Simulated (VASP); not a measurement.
# LiTlSe2 (P-4m2) in VASP: notebook

LiTlSe2 is run at these levels: r2SCAN0, PBE, LDA; tasks: single point.

All numbers are computed with VASP 6.6.1; they aren't measurements. Logs are shortened: lines on timing, memory, paths and dates and some standing lists are left out, and cuts for length are marked.

## (1) The cell of the first run

It takes space group P-4m2 (No. 115, tetragonal). The conventional cell has a = 4.264 Å, b = 4.264 Å, c = 5.980 Å, α = 90.00°, β = 90.00°, γ = 90.00°. Within 3.3 Å of Li (site symmetry -4m2) lie 4 Se at 2.53 Å. Within 3.3 Å of Se (site symmetry 2mm) lie 2 Li at 2.53 Å and 2 Tl at 2.68 Å. Within 3.5 Å of Tl (site symmetry -4m2) lie 4 Se at 2.68 Å.

## (2) Single point, r2SCAN0

Contents of POSCAR:

```
LiTlSe2
1.0
    4.2639248188      0.0000000000      0.0000000000
    0.0000000000      4.2639248188      0.0000000000
    0.0000000000      0.0000000000      5.9802485742
Li Se Tl
1 2 1
Direct
    0.0000000000      0.0000000000      0.0000000000
    0.0000000000      0.5000000000      0.2292133877
    0.5000000000      0.0000000000      0.7707866123
    0.5000000000      0.5000000000      0.5000000000
```

Contents of INCAR.step1:

```
SYSTEM = LiTlSe2
  ALGO = Normal
  EDIFF = 1E-5
  ENCUT = 720
  GGA = PE
  GGA_COMPAT = .FALSE.
  ISIF = 2
  ISMEAR = 0
  KPAR = 4
  LASPH = .TRUE.
  LCHARG = .FALSE.
  LREAL = .FALSE.
  LWAVE = .TRUE.
  NBANDS = 22
  NELM = 120
  PREC = Accurate
  SIGMA = 0.01
```

Contents of INCAR.step2:

```
SYSTEM = LiTlSe2
  AEXX = 0.25
  ALGO = Normal
  EDIFF = 1E-6
  ENCUT = 720
  GGA_COMPAT = .FALSE.
  ISIF = 2
  ISMEAR = 0
  ISTART = 1
  KPAR = 4
  LASPH = .TRUE.
  LCHARG = .FALSE.
  LHFCALC = .TRUE.
  LMIXTAU = .TRUE.
  LREAL = .FALSE.
  LWAVE = .FALSE.
  METAGGA = R2SCAN
  NBANDS = 22
  NELM = 120
  PREC = Accurate
  PRECFOCK = Normal
  SIGMA = 0.01
```

Contents of KPOINTS:

```
k-points
0
G
  4 4 4
  0 0 0
```

Potentials or basis: VASP PAW PBE potentials, release 64 (Li_sv, Se, Tl_d).

Launch:

```bash
$ cat potpaw_PBE.64/Li_sv/POTCAR potpaw_PBE.64/Se/POTCAR potpaw_PBE.64/Tl_d/POTCAR > POTCAR
$ cp INCAR.step1 INCAR
$ mpirun -np 4 vasp_std > vasp.out
$ cp INCAR.step2 INCAR
$ mpirun -np 4 vasp_std > vasp.out
```

OUTCAR:

```text
SYSTEM = LiTlSe2
   AEXX = 0.25
   EDIFF = 1E-6
   ENCUT = 720
   ISIF = 2
   ISMEAR = 0
   ISTART = 1
   LASPH = .TRUE.
   LHFCALC = .TRUE.
   LREAL = .FALSE.
   METAGGA = R2SCAN
   NELM = 120
   PREC = Accurate
   PRECFOCK = Normal

 ion  position               nearest neighbor table
   1  0.000  0.000  0.000-   2 2.53   3 2.53   2 2.53   3 2.53
   2  0.000  0.500  0.229-   1 2.53   1 2.53   4 2.68   4 2.68
   3  0.500  0.000  0.771-   1 2.53   1 2.53   4 2.68   4 2.68
   4  0.500  0.500  0.500-   2 2.68   3 2.68   3 2.68   2 2.68

  LATTYP: Found a simple tetragonal cell.
 ALAT       =     4.2639248188
 C/A-ratio  =     1.4025220491

  Lattice vectors:

 A1 = (   4.2639248188,   0.0000000000,   0.0000000000)
 A2 = (   0.0000000000,   4.2639248188,   0.0000000000)
 A3 = (   0.0000000000,   0.0000000000,   5.9802485742)

Analysis of symmetry for initial positions (statically):
=====================================================================
 Subroutine PRICEL returns:
 Original cell was already a primitive cell.

 Routine SETGRP: Setting up the symmetry group for a
 simple tetragonal supercell.

 Subroutine GETGRP returns: Found  8 space group operations
 (whereof  8 operations were pure point group operations)
 out of a pool of 16 trial point group operations.

The static configuration has the point symmetry D_2d.

Analysis of symmetry for dynamics (positions and initial velocities):
=====================================================================
 Subroutine PRICEL returns:
 Original cell was already a primitive cell.

 Routine SETGRP: Setting up the symmetry group for a
 simple tetragonal supercell.

 Subroutine GETGRP returns: Found  8 space group operations
 (whereof  8 operations were pure point group operations)
 out of a pool of 16 trial point group operations.

The dynamic configuration has the point symmetry D_2d.

 Subroutine INISYM returns: Found  8 space group operations
 (whereof  8 operations are pure point group operations),
 and found     1 'primitive' translations

----------------------------------------------------------------------------------------

                                     Primitive cell

  volume of cell :     108.7272

  direct lattice vectors                    reciprocal lattice vectors
     4.263924819  0.000000000  0.000000000     0.234525711  0.000000000  0.000000000
     0.000000000  4.263924819  0.000000000     0.000000000  0.234525711  0.000000000
     0.000000000  0.000000000  5.980248574     0.000000000  0.000000000  0.167217129

  length of vectors
     4.263924819  4.263924819  5.980248574     0.234525711  0.234525711  0.167217129

  position of ions in fractional coordinates (direct lattice)
     0.000000000  0.000000000  0.000000000
     0.000000000  0.500000000  0.229213388
     0.500000000  0.000000000  0.770786612
     0.500000000  0.500000000  0.500000000

  ion indices of the primitive-cell ions
   primitive index   ion index
                 1           1
                 2           2
                 3           3
                 4           4

----------------------------------------------------------------------------------------

 KPOINTS: k-points

Automatic generation of k-mesh.
 Grid dimensions read from file:
 generate k-points for:    4    4    4

 Generating k-lattice:

  Cartesian coordinates                     Fractional coordinates (reciprocal lattice)
     0.058631428  0.000000000  0.000000000     0.250000000  0.000000000  0.000000000
     0.000000000  0.058631428  0.000000000     0.000000000  0.250000000  0.000000000
     0.000000000  0.000000000  0.041804282     0.000000000  0.000000000  0.250000000

  Length of vectors
     0.058631428  0.058631428  0.041804282

  Shift w.r.t. Gamma in fractional coordinates (k-lattice)
     0.000000000  0.000000000  0.000000000

 Subroutine IBZKPT returns following result:
 ===========================================

 Found     18 irreducible k-points:

 Following reciprocal coordinates:
            Coordinates               Weight
  0.000000  0.000000  0.000000      1.000000
  0.250000  0.000000  0.000000      4.000000
  0.500000  0.000000  0.000000      2.000000
  0.250000  0.250000  0.000000      4.000000
  0.500000  0.250000  0.000000      4.000000
  0.500000  0.500000  0.000000      1.000000
[... 10 lines left out ...]
  0.500000  0.250000  0.500000      4.000000
  0.500000  0.500000  0.500000      1.000000
   k-points           NKPTS =     18   k-points in BZ     NKDIM =     64   number of bands    NBANDS=     22
   number of dos      NEDOS =    301   number of ions     NIONS =      4
   total plane-waves  NPLWV =  86400
   dimension x,y,z NGX =    40 NGY =   40 NGZ =   54
   dimension x,y,z NGXF=    80 NGYF=   80 NGZF=  108
   ions per type =               1   2   1
   NGX,Y,Z   is equivalent  to a cutoff of  15.60, 15.60, 15.01 a.u.
   NGXF,Y,Z  is equivalent  to a cutoff of  31.19, 31.19, 30.02 a.u.
 SYSTEM =  LiTlSe2
[... 86 lines left out ...]
  band No.  band energies     occupation
      1     -48.1346      2.00000
      2     -13.2231      2.00000
      3     -13.0718      2.00000
      4     -11.8409      2.00000
      5     -11.7371      2.00000
      6     -11.6196      2.00000
[... 14 lines left out ...]
     21      11.6591      0.00000
     22      11.9840      0.00000

 k-point     3 :       0.5000    0.0000    0.0000
  band No.  band energies     occupation
      1     -48.1346      2.00000
      2     -13.1644      2.00000
      3     -13.0753      2.00000
      4     -11.8368      2.00000
      5     -11.7057      2.00000
      6     -11.6387      2.00000
[... 14 lines left out ...]
     21      10.8428      0.00000
     22      11.3725      0.00000

 k-point     4 :       0.2500    0.2500    0.0000
  band No.  band energies     occupation
      1     -48.1346      2.00000
      2     -13.1678      2.00000
      3     -13.0790      2.00000
      4     -11.8102      2.00000
      5     -11.6927      2.00000
      6     -11.6428      2.00000
[... 14 lines left out ...]
     21      10.8250      0.00000
     22      11.1034      0.00000

 k-point     5 :       0.5000    0.2500    0.0000
  band No.  band energies     occupation
      1     -48.1345      2.00000
      2     -13.1301      2.00000
      3     -13.0804      2.00000
      4     -11.7777      2.00000
      5     -11.6729      2.00000
      6     -11.6641      2.00000
[... 14 lines left out ...]
     21      11.9422      0.00000
     22      12.4333      0.00000

 k-point     6 :       0.5000    0.5000    0.0000
  band No.  band energies     occupation
      1     -48.1344      2.00000
      2     -13.0954      2.00000
      3     -13.0954      2.00000
      4     -11.7061      2.00000
      5     -11.6886      2.00000
      6     -11.6536      2.00000
[... 14 lines left out ...]
     21      13.5401      0.00000
     22      13.5401      0.00000

 k-point     7 :       0.0000    0.0000    0.2500
  band No.  band energies     occupation
      1     -48.1347      2.00000
      2     -13.2675      2.00000
      3     -13.0454      2.00000
      4     -11.8461      2.00000
      5     -11.8461      2.00000
      6     -11.7009      2.00000
[... 174 lines left out ...]
      6     -11.6195      2.00000
[... 14 lines left out ...]
     21      10.4706      0.00000
     22      10.7722      0.00000

 k-point    15 :       0.5000    0.0000    0.5000
  band No.  band energies     occupation
      1     -48.1346      2.00000
      2     -13.1775      2.00000
      3     -13.0596      2.00000
      4     -11.8385      2.00000
      5     -11.6914      2.00000
      6     -11.6384      2.00000
[... 14 lines left out ...]
     21      10.7818      0.00000
     22      11.0509      0.00000

 k-point    16 :       0.2500    0.2500    0.5000
  band No.  band energies     occupation
      1     -48.1346      2.00000
      2     -13.1724      2.00000
      3     -13.0579      2.00000
      4     -11.8115      2.00000
      5     -11.6787      2.00000
      6     -11.6422      2.00000
[... 14 lines left out ...]
     21      10.3488      0.00000
     22      11.3590      0.00000

 k-point    17 :       0.5000    0.2500    0.5000
  band No.  band energies     occupation
      1     -48.1345      2.00000
      2     -13.1428      2.00000
      3     -13.0801      2.00000
      4     -11.7785      2.00000
      5     -11.6637      2.00000
      6     -11.6635      2.00000
[... 14 lines left out ...]
     21      11.0511      0.00000
     22      12.0612      0.00000

 k-point    18 :       0.5000    0.5000    0.5000
  band No.  band energies     occupation
      1     -48.1344      2.00000
      2     -13.1075      2.00000
      3     -13.1075      2.00000
      4     -11.7067      2.00000
      5     -11.6879      2.00000
      6     -11.6482      2.00000
[... 14 lines left out ...]
     21      10.3465      0.00000
     22      12.1248      0.00000

------------------------ aborting loop because EDIFF is reached ----------------------------------------

  FORCE on cell =-STRESS in cart. coord.  units (eV):
  Direction    XX          YY          ZZ          XY          YZ          ZX
  --------------------------------------------------------------------------------------
  -------------------------------------------------------------------------------------
  Total       -0.8336598     -0.8336598     -0.9348151      0.0000000      0.0000000      0.0000000
  in kB      -12.2846028    -12.2846028    -13.7752025      0.0000000      0.0000000      0.0000000
  external PRESSURE =     -12.7814694 kB  Pullay stress =       0.0000000 kB

 VOLUME and BASIS-vectors are now :
 -----------------------------------------------------------------------------
  energy-cutoff  :      720.00
  volume of cell :      108.73
      direct lattice vectors                 reciprocal lattice vectors
     4.263924819  0.000000000  0.000000000     0.234525711  0.000000000  0.000000000
     0.000000000  4.263924819  0.000000000     0.000000000  0.234525711  0.000000000
     0.000000000  0.000000000  5.980248574     0.000000000  0.000000000  0.167217129

 POSITION                                       TOTAL-FORCE (eV/Angst)
 -----------------------------------------------------------------------------------
      0.00000      0.00000      0.00000         0.000000      0.000000      0.000000
      0.00000      2.13196      1.37075         0.000000      0.000000      0.248092
      2.13196      0.00000      4.60950         0.000000      0.000000     -0.248092
      2.13196      2.13196      2.99012         0.000000      0.000000      0.000000
 -----------------------------------------------------------------------------------
    total drift:                               -0.000000     -0.000000      0.000000

  FREE ENERGIE OF THE ION-ELECTRON SYSTEM (eV)
  ---------------------------------------------------
  free  energy   TOTEN  =       -73.4920793633 eV

  energy  without entropy=      -73.4920793633  energy(sigma->0) =      -73.49207936
```

Run time: 38 min. Hardware: 4 MPI ranks of Intel Xeon Platinum 8259CL at 2.50GHz (Skylake/Cascade Lake), shared host; peak memory 0.42 GiB.

Results:

* Free energy: -73.4921 eV
* Pressure: -1.3 GPa
* Largest force: 0.248 eV/Å
* Band gap on the k mesh: 1.98 eV

Forces on the atoms (eV/Å):
```
Li   0.000  0.000  0.000
Se   0.000  0.000  0.248
Se   0.000  0.000 -0.248
Tl   0.000  0.000  0.000
```

Stress tensor (GPa, compression positive):
```
-1.23  0.00  0.00
 0.00 -1.23  0.00
 0.00  0.00 -1.38
```

Caveat: the PAW data sets were made with another functional, which shifts forces and pressure a little; spin-orbit coupling is left out, which moves the levels of the heavy elements.

## (3) Single point, PBE

Contents of INCAR:

```
ALGO = Normal
EDIFF = 1E-7
ENCUT = 520
GGA = PE
ISIF = 2
ISMEAR = 0
LASPH = True
LCHARG = True
LELF = True
LREAL = False
LVHAR = True
LWAVE = False
NBANDS = 22
NELM = 80
PREC = Accurate
SIGMA = 0.01
```

Contents of KPOINTS:

```
k-points
0
Gamma
  4 4 2
```

POSCAR is that of step 2.

Potentials or basis: VASP PAW PBE potentials, release 64 (Li_sv, Se, Tl_d).

Launch:

```bash
$ cat potpaw_PBE.64/Li_sv/POTCAR potpaw_PBE.64/Se/POTCAR potpaw_PBE.64/Tl_d/POTCAR > POTCAR
$ mpirun -np 1 vasp_std > vasp.out
```

Wall time 15 s (1 thread of Intel Xeon 6975P-C (Granite Rapids), shared host); peak memory 0.22 GiB.

It converged, with:

| Item | Value |
| --- | --- |
| Free energy | -13.5652 eV |
| Largest force | 0.208 eV/Å |
| Band gap on the k mesh | 0.43 eV |

Forces on the atoms (eV/Å):
```
Li   0.000  0.000  0.000
Se   0.000  0.000 -0.208
Se   0.000  0.000  0.208
Tl   0.000  0.000  0.000
```

Levels at points of the mesh, in eV from the valence-band top:
```
           k point  band 12  band 13  band 14  band 15  band 16  band 17
(0.00, 0.00, 0.00)    -0.23     0.00     0.00     0.43     3.26     5.18
(0.50, 0.00, 0.00)    -1.67    -0.97    -0.46     2.18     5.38     5.53
(0.50, 0.50, 0.00)    -1.70    -1.70    -1.09     1.60     3.25     3.25
(0.00, 0.00, 0.50)    -1.19    -0.71    -0.71     2.05     3.36     5.00
(0.50, 0.00, 0.50)    -0.87    -0.53    -0.45     0.75     4.85     5.64
(0.50, 0.50, 0.50)    -2.03    -1.71    -1.48     3.08     5.22     5.22
```

Caveat: the k points lie up to 0.53 Å⁻¹ apart; the cutoff is under 1.25 times the usual one of these potentials, so pressure, stress and relaxed cells hold a basis-set (Pulay) error; spin-orbit coupling is left out, which moves the levels of the heavy elements.

## (4) Single point, LDA

This run uses another cell than the first one, of 25.41 Å³/atom.

Contents of INCAR:

```
SYSTEM = LiTlSe2
  PREC = Accurate
  ENCUT = 520
  EDIFF = 1E-7
  ISMEAR = -1
  SIGMA = 0.02
  LREAL = .False.
  LASPH = .True.
  NELM = 100
  ALGO = Normal
  ISIF = 2
  LWAVE = .False.
  LCHARG = .False.
  GGA = CA
  NBANDS = 22
```

Contents of KPOINTS:

```
Automatic mesh
0
Gamma
  6 6 4
  0 0 0
```

Contents of POSCAR:

```
LiTlSe2
1.0
    4.2028225046      0.0000000000      0.0000000000
    0.0000000000      4.2028225046      0.0000000000
    0.0000000000      0.0000000000      5.7552286921
Li Se Tl
1 2 1
Direct
    0.0000000000      0.0000000000      0.0000000000
    0.0000000000      0.5000000000      0.2213866038
    0.5000000000      0.0000000000      0.7786133962
    0.5000000000      0.5000000000      0.5000000000
```

Potentials or basis: VASP PAW LDA potentials, release 64 (Li_sv, Se, Tl_d).

Launch:

```bash
$ cat potpaw_LDA.64/Li_sv/POTCAR potpaw_LDA.64/Se/POTCAR potpaw_LDA.64/Tl_d/POTCAR > POTCAR
$ mpirun -np 1 vasp_std > vasp.out
```

It took 29 s on 1 thread of Intel Xeon 6975P-C (Granite Rapids), shared host; peak memory 0.22 GiB.

The run converged. Its results:

| Quantity | Value |
| --- | --- |
| Free energy | -15.6905 eV |
| Largest force | 0.015 eV/Å |
| Band gap on the k mesh | 0.35 eV |

Forces in eV/Å, atoms in the order of the input:
```
Li   0.000  0.000  0.000
Se   0.000  0.000 -0.015
Se   0.000  0.000  0.015
Tl   0.000  0.000  0.000
```

Levels at points of the mesh, in eV from the valence-band top:
```csv
k point,band 11,band 12,band 13,band 14,band 15,band 16,band 17,band 18
"(0.00, 0.00, 0.00)",-1.95,-0.29,0.00,0.00,0.35,3.07,5.00,5.65
"(0.50, 0.00, 0.00)",-2.34,-1.87,-1.09,-0.62,2.31,5.15,5.37,6.06
"(0.50, 0.50, 0.00)",-2.25,-1.86,-1.86,-1.18,1.43,2.94,2.94,6.35
"(0.00, 0.00, 0.50)",-1.29,-1.29,-0.94,-0.94,2.18,3.19,4.78,6.59
"(0.50, 0.00, 0.50)",-0.99,-0.89,-0.61,-0.52,0.64,4.77,5.46,6.16
"(0.50, 0.50, 0.50)",-2.31,-2.31,-1.94,-1.62,3.28,5.23,5.23,7.00
```

Caveat: the cutoff is under 1.25 times the usual one of these potentials, so pressure, stress and relaxed cells hold a basis-set (Pulay) error; spin-orbit coupling is left out, which moves the levels of the heavy elements.

## (5) Overview

```csv
level,potentials or basis,cell,k mesh,cutoff (eV),smearing,grid for exact exchange (PRECFOCK),share of exact exchange,gap on the mesh (eV),largest force (eV/Å)
r2SCAN0,"VASP PAW PBE potentials, release 64 (Li_sv, Se, Tl_d)","a = 4.264, b = 4.264, c = 5.980 Å, 4 atoms, atomic positions A",4 × 4 × 4,720,gaussian 0.01 eV,Normal,0.25,1.98,0.25
PBE,"VASP PAW PBE potentials, release 64 (Li_sv, Se, Tl_d)","a = 4.264, b = 4.264, c = 5.980 Å, 4 atoms, atomic positions A",4 × 4 × 2,520,gaussian 0.01 eV,-,-,0.43,0.21
LDA,"VASP PAW LDA potentials, release 64 (Li_sv, Se, Tl_d)","a = 4.203, b = 4.203, c = 5.755 Å, 4 atoms, atomic positions B",6 × 6 × 4,520,fermi-dirac 0.02 eV,-,-,0.35,0.02
```

Alike in all rows: task single point; no spin polarisation.

Caveats: some runs use coarse meshes; spin-orbit coupling is left out, which moves the levels of the heavy elements; the cutoff is under 1.25 times the usual one of these potentials, so pressure, stress and relaxed cells hold a basis-set (Pulay) error (at least some runs); the PAW data sets were made with another functional, which shifts forces and pressure a little (at least some runs).

Total energies depend on the potentials used, so only differences within one code and one set of settings carry meaning.
